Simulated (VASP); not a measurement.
# Ga (Cmcm) in VASP: notebook

The runs below take Ga through single point, with PBEsol, PBE.

Everything below comes from runs of VASP 6.6.1. Logs are shortened: lines on timing, memory, paths and dates and some standing lists are left out, and cuts for length are marked.

### Step 1. The cell of the first run

It takes space group Cmcm (No. 63, orthorhombic). The conventional cell has a = 2.958 Å, b = 8.293 Å, c = 3.170 Å, α = 90.00°, β = 90.00°, γ = 90.00°. Within 3.6 Å of Ga (site symmetry m2m) lie 10 Ga at 2.72 to 3.17 Å.

### Step 2. Single point, PBEsol

Input file INCAR:

```
PREC = Accurate
ENCUT = 520
EDIFF = 1E-6
ISMEAR = -1
SIGMA = 0.05
LREAL = F
LASPH = T
NELM = 80
ALGO = Fast
ISIF = 2
LWAVE = F
LCHARG = F
GGA = PS
NBANDS = 20
```

Input file KPOINTS:

```
regular mesh
0
Gamma
  8 8 7
```

Input file POSCAR:

```
Ga
1.0
    1.4790000000     -4.1463000000      0.0000000000
    1.4790000000      4.1463000000      0.0000000000
    0.0000000000      0.0000000000      3.1700000000
Ga
2
Direct
    0.1330000000      0.8670000000      0.7500000000
    0.8670000000      0.1330000000      0.2500000000
```

Potentials or basis: VASP PAW PBE potentials, release 64 (Ga_d).

Started as:

```sh
cat potpaw_PBE.64/Ga_d/POTCAR > POTCAR
mpirun -np 1 vasp_std > vasp.out
```

OUTCAR:

```text
PREC = Accurate
   ENCUT = 520
   EDIFF = 1E-6
   ISMEAR = -1
   LREAL = F
   LASPH = T
   NELM = 80
   ISIF = 2
   GGA = PS

 ion  position               nearest neighbor table
   1  0.133  0.867  0.750-   2 2.72   2 2.72   2 2.91   2 2.91   2 2.91   2 2.91
   2  0.867  0.133  0.250-   1 2.72   1 2.72   1 2.91   1 2.91   1 2.91   1 2.91

  LATTYP: Found a base centered orthorhombic cell.
 ALAT       =     2.9580000000
 B/A-ratio  =     2.8034482759
 C/A-ratio  =     1.0716700473

  Lattice vectors:

 A1 = (   1.4790000000,  -4.1463000000,   0.0000000000)
 A2 = (   1.4790000000,   4.1463000000,   0.0000000000)
 A3 = (   0.0000000000,   0.0000000000,   3.1700000000)

Analysis of symmetry for initial positions (statically):
=====================================================================
 Subroutine PRICEL returns:
 Original cell was already a primitive cell.

 Routine SETGRP: Setting up the symmetry group for a
 base centered orthorhombic supercell.

 Subroutine GETGRP returns: Found  8 space group operations
 (whereof  4 operations were pure point group operations)
 out of a pool of  8 trial point group operations.

The static configuration has the point symmetry C_2h.
 The point group associated with its full space group is D_2h.

Analysis of symmetry for dynamics (positions and initial velocities):
=====================================================================
 Subroutine PRICEL returns:
 Original cell was already a primitive cell.

 Routine SETGRP: Setting up the symmetry group for a
 base centered orthorhombic supercell.

 Subroutine GETGRP returns: Found  8 space group operations
 (whereof  4 operations were pure point group operations)
 out of a pool of  8 trial point group operations.

The dynamic configuration has the point symmetry C_2h.
 The point group associated with its full space group is D_2h.

 Subroutine INISYM returns: Found  8 space group operations
 (whereof  4 operations are pure point group operations),
 and found     1 'primitive' translations

----------------------------------------------------------------------------------------

                                     Primitive cell

  volume of cell :      38.8793

  direct lattice vectors                    reciprocal lattice vectors
     1.479000000 -4.146300000  0.000000000     0.338066261 -0.120589441  0.000000000
     1.479000000  4.146300000  0.000000000     0.338066261  0.120589441  0.000000000
     0.000000000  0.000000000  3.170000000     0.000000000  0.000000000  0.315457413

  length of vectors
     4.402186353  4.402186353  3.170000000     0.358929812  0.358929812  0.315457413

  position of ions in fractional coordinates (direct lattice)
     0.133000000  0.867000000  0.750000000
     0.867000000  0.133000000  0.250000000

  ion indices of the primitive-cell ions
   primitive index   ion index
                 1           1
                 2           2

----------------------------------------------------------------------------------------

 KPOINTS: regular mesh

Automatic generation of k-mesh.
 Grid dimensions read from file:
 generate k-points for:    8    8    7

 Generating k-lattice:

  Cartesian coordinates                     Fractional coordinates (reciprocal lattice)
     0.042258283 -0.015073680  0.000000000     0.125000000 -0.000000000  0.000000000
     0.042258283  0.015073680  0.000000000    -0.000000000  0.125000000  0.000000000
     0.000000000  0.000000000  0.045065345     0.000000000  0.000000000  0.142857143

  Length of vectors
     0.044866227  0.044866227  0.045065345

  Shift w.r.t. Gamma in fractional coordinates (k-lattice)
     0.000000000  0.000000000  0.000000000

 Subroutine IBZKPT returns following result:
 ===========================================

 Found     84 irreducible k-points:

 Following reciprocal coordinates:
            Coordinates               Weight
  0.000000  0.000000  0.000000      1.000000
  0.125000 -0.000000  0.000000      4.000000
  0.250000 -0.000000  0.000000      4.000000
  0.375000  0.000000  0.000000      4.000000
  0.500000 -0.000000  0.000000      2.000000
  0.125000  0.125000  0.000000      2.000000
[... 16 lines left out ...]
  0.125000 -0.000000  0.142857      8.000000
  0.250000 -0.000000  0.142857      8.000000
 [... further k-points ...]
   k-points           NKPTS =     84   k-points in BZ     NKDIM =     84   number of bands    NBANDS=     20
   number of dos      NEDOS =    301   number of ions     NIONS =      2
   total plane-waves  NPLWV =  31104
   dimension x,y,z NGX =    36 NGY =   36 NGZ =   24
   dimension x,y,z NGXF=    72 NGYF=   72 NGZF=   48
   ions per type =               2
   NGX,Y,Z   is equivalent  to a cutoff of  13.60, 13.60, 12.59 a.u.
   NGXF,Y,Z  is equivalent  to a cutoff of  27.19, 27.19, 25.17 a.u.
 SYSTEM =  unknown system
   PREC   = accura    normal or accurate (medium, high low for compatibility)
   ISTART =      0    job   : 0-new  1-cont  2-samecut
   ICHARG =      2    charge: 1-file 2-atom 10-const
   ISPIN  =      1    spin polarized calculation?
   LNONCOLLINEAR =      F non collinear calculations
   LSORBIT =      F    spin-orbit coupling
   LASPH  =      T    aspherical Exc in radial PAW
   ENCUT  =  520.0 eV  38.22 Ry    6.18 a.u.   8.19  8.19  5.89*2*pi/ulx,y,z
   NELM   =     80;   NELMIN=  2; NELMDL= -5     # of ELM steps
   EDIFF  = 0.1E-05   stopping-criterion for ELM
   LREAL  =      F    real-space projection
   EDIFFG = 0.1E-04   stopping-criterion for IOM
   NSW    =      0    number of steps for IOM
   IBRION =     -1    ionic relax: 0-MD 1-quasi-New 2-CG
   NFREE  =      0    steps in history (QN), initial steepest desc. (CG)
   ISIF   =      2    stress and relaxation
   ISYM   =      2    0-nonsym 1-usesym 2-fastsym
   POTIM  = 0.5000    time-step for ionic-motion
   TEBEG  =    0.0;   TEEND  =   0.0 temperature during run
   PSTRESS=    0.0 pullay stress
   NELECT =      26.0000    total number of electrons
   NUPDOWN=      -1.0000    fix difference up-down
   EMIN   =  10.00;   EMAX   =-10.00  energy-range for DOS
   EFERMI =   0.00;   METHOD = LEGACY
   ISMEAR =    -1;   SIGMA  =   0.05  broadening in eV -4-tet -1-fermi 0-gaus
   EFERMI_NEDOS =   21; number of points for ismear=-14 and -15
   IALGO  =     68    algorithm
   IMIX   =      4    mixing-type and parameters
     AMIX     =   0.40;   BMIX     =  1.00
     AMIX_MAG =   1.60;   BMIX_MAG =  1.00
  volume/ion in A,a.u.               =      19.44       131.19
  Fermi-wavevector in a.u.,A,eV,Ry     =   1.431616  2.705362 27.885474  2.049525
  Thomas-Fermi vector in A             =   2.551333
   LORBIT       =      0    0 simple, 1 ext, 2 COOP (PROOUT), +10 PAW based schemes
   GGA     = PS    functional components
   LHFCALC =     F    Hartree Fock is set to
   AEXX    =    0.0000 exact exchange contribution
   IVDW    =     0    specifies the selected vdW correction
   LEPSILON=     F    determine dielectric tensor
   LRPA    =     F    only Hartree local field effects (RPA)
 non-spin polarized calculation
 RMM-DIIS sequential band-by-band and
  energy-cutoff  :      520.00
  volume of cell :       38.88
 maximum number of plane-waves:      1064
 NGX is ok and might be reduce to    36
   NGX = 17   NGY = 17   NGZ = 11

 number of electron      25.9999990 magnetization

 Free energy of the ion-electron system (eV)
  ---------------------------------------------------
  ext. energy  EPLUGINS =         0.00000000
  ---------------------------------------------------
  free energy    TOTEN  =        -6.61819940 eV

  energy without entropy =       -6.61111356  energy(sigma->0) =       -6.61465648

 E-fermi :   5.1983     XC(G=0): -10.9607

 val. band max:        5.1801397310   @ k =   0.5000   0.1250   0.4286
 cond. band min:       5.2582715365   @ k =   0.0000   0.0000   0.2857
 fundamental gap:      0.0781318055
 Fermi energy:         5.1982673225

 k-point     1 :       0.0000    0.0000    0.0000
  band No.  band energies     occupation
      1      -9.9474      2.00000
      2      -9.9165      2.00000
      3      -9.8526      2.00000
      4      -9.8326      2.00000
      5      -9.6729      2.00000
      6      -9.6565      2.00000
[... 12 lines left out ...]
     19      16.2268      0.00000
     20      16.4038      0.00000

 k-point     2 :       0.1250   -0.0000    0.0000
  band No.  band energies     occupation
      1      -9.9340      2.00000
      2      -9.9079      2.00000
      3      -9.8419      2.00000
      4      -9.7888      2.00000
      5      -9.6875      2.00000
      6      -9.6727      2.00000
[... 12 lines left out ...]
     19      17.0610      0.00000
     20      18.7810      0.00000

 k-point     3 :       0.2500   -0.0000    0.0000
  band No.  band energies     occupation
      1      -9.9021      2.00000
      2      -9.8876      2.00000
      3      -9.8086      2.00000
      4      -9.7611      2.00000
      5      -9.7138      2.00000
      6      -9.6696      2.00000
[... 12 lines left out ...]
     19      17.3497      0.00000
     20      19.9976      0.00000

 k-point     4 :       0.3750    0.0000    0.0000
  band No.  band energies     occupation
      1      -9.8750      2.00000
      2      -9.8683      2.00000
      3      -9.8025      2.00000
      4      -9.7846      2.00000
      5      -9.7582      2.00000
      6      -9.6712      2.00000
[... 12 lines left out ...]
     19      16.0472      0.00000
     20      18.2135      0.00000

 k-point     5 :       0.5000   -0.0000    0.0000
  band No.  band energies     occupation
      1      -9.8734      2.00000
      2      -9.8600      2.00000
      3      -9.8027      2.00000
      4      -9.7878      2.00000
      5      -9.7784      2.00000
      6      -9.6819      2.00000
[... 12 lines left out ...]
     19      16.2066      0.00000
     20      16.7726      0.00000

 k-point     6 :       0.1250    0.1250    0.0000
  band No.  band energies     occupation
      1      -9.9104      2.00000
      2      -9.8991      2.00000
      3      -9.7988      2.00000
      4      -9.7420      2.00000
      5      -9.6985      2.00000
      6      -9.6915      2.00000
[... 12 lines left out ...]
     19      17.9293      0.00000
     20      20.5542      0.00000

 k-point     7 :       0.2500    0.1250    0.0000
  band No.  band energies     occupation
      1      -9.8840      2.00000
      2      -9.8781      2.00000
      3      -9.8232      2.00000
      4      -9.7409      2.00000
      5      -9.7325      2.00000
      6      -9.6794      2.00000
[... 12 lines left out ...]
     19      17.4457      0.00000
     20      18.8854      0.00000
[... 277 lines left out ...]
 k-point    20 :      -0.3750    0.3750    0.0000
  band No.  band energies     occupation
      1      -9.9559      2.00000
      2      -9.8465      2.00000
      3      -9.7991      2.00000
      4      -9.7546      2.00000
      5      -9.7502      2.00000
      6      -9.6919      2.00000
[... 12 lines left out ...]
     19      14.2650      0.00000
     20      17.1741      0.00000

 k-point    21 :       0.5000    0.5000    0.0000
  band No.  band energies     occupation
      1      -9.9634      2.00000
      2      -9.8128      2.00000
      3      -9.7662      2.00000
      4      -9.7625      2.00000
      5      -9.7541      2.00000
      6      -9.6959      2.00000
[... 12 lines left out ...]
     19      15.4776      0.00000
     20      15.5287      0.00000

 k-point    22 :       0.0000    0.0000    0.1429
  band No.  band energies     occupation
      1      -9.9302      2.00000
      2      -9.9109      2.00000
      3      -9.8501      2.00000
      4      -9.8063      2.00000
      5      -9.7017      2.00000
      6      -9.6973      2.00000
[... 12 lines left out ...]
     19      15.0233      0.00000
     20      16.2022      0.00000

 k-point    23 :       0.1250   -0.0000    0.1429
  band No.  band energies     occupation
      1      -9.9194      2.00000
      2      -9.8979      2.00000
      3      -9.8338      2.00000
      4      -9.7738      2.00000
      5      -9.7263      2.00000
      6      -9.6968      2.00000
[... 12 lines left out ...]
     19      15.5145      0.00000
     20      18.8372      0.00000

 k-point    24 :       0.2500   -0.0000    0.1429
  band No.  band energies     occupation
      1      -9.9000      2.00000
      2      -9.8681      2.00000
      3      -9.8033      2.00000
      4      -9.7744      2.00000
      5      -9.7271      2.00000
      6      -9.6732      2.00000
[... 12 lines left out ...]
     19      16.6514      0.00000
     20      17.6157      0.00000

 [... further k-points ...]
[... 5 lines left out ...]
  --------------------------------------------------------------------------------------
  -------------------------------------------------------------------------------------
  Total       -1.0553844     -0.7346930     -0.9261174      0.0000000      0.0000000      0.0000000
  in kB      -43.4913698    -30.2759892    -38.1644045      0.0000000      0.0000000      0.0000000
  external PRESSURE =     -37.3105878 kB  Pullay stress =       0.0000000 kB

 VOLUME and BASIS-vectors are now :
 -----------------------------------------------------------------------------
  energy-cutoff  :      520.00
  volume of cell :       38.88
      direct lattice vectors                 reciprocal lattice vectors
     1.479000000 -4.146300000  0.000000000     0.338066261 -0.120589441  0.000000000
     1.479000000  4.146300000  0.000000000     0.338066261  0.120589441  0.000000000
     0.000000000  0.000000000  3.170000000     0.000000000  0.000000000  0.315457413

 POSITION                                       TOTAL-FORCE (eV/Angst)
 -----------------------------------------------------------------------------------
      1.47900      3.04338      2.37750         0.000000     -0.237137     -0.000000
      1.47900     -3.04338      0.79250         0.000000      0.237137      0.000000
 -----------------------------------------------------------------------------------
    total drift:                                0.000000     -0.000000     -0.000000

  FREE ENERGIE OF THE ION-ELECTRON SYSTEM (eV)
  ---------------------------------------------------
  free  energy   TOTEN  =        -6.6181993964 eV

  energy  without entropy=       -6.6111135551  energy(sigma->0) =       -6.61465648
```

Run time: 43 s. Hardware: 1 thread of Intel Xeon 6975P-C, shared host; peak memory 0.2 GiB.

Results:

```yaml
Free_energy: -6.6182 eV
Pressure: -3.7 GPa
Largest_force: 0.237 eV/Å
Band_gap_on_the_k_mesh: zero (band 13 reaches 10.45 eV, above the bottom of band 14 at 2.02 eV)
```

Forces in eV/Å, atoms in the order of the input:
```
Ga   0.000 -0.237  0.000
Ga   0.000  0.237  0.000
```

Caveat: the PAW data sets were made with another functional, which shifts forces and pressure a little.

(Part 1 of 2 ends here.)
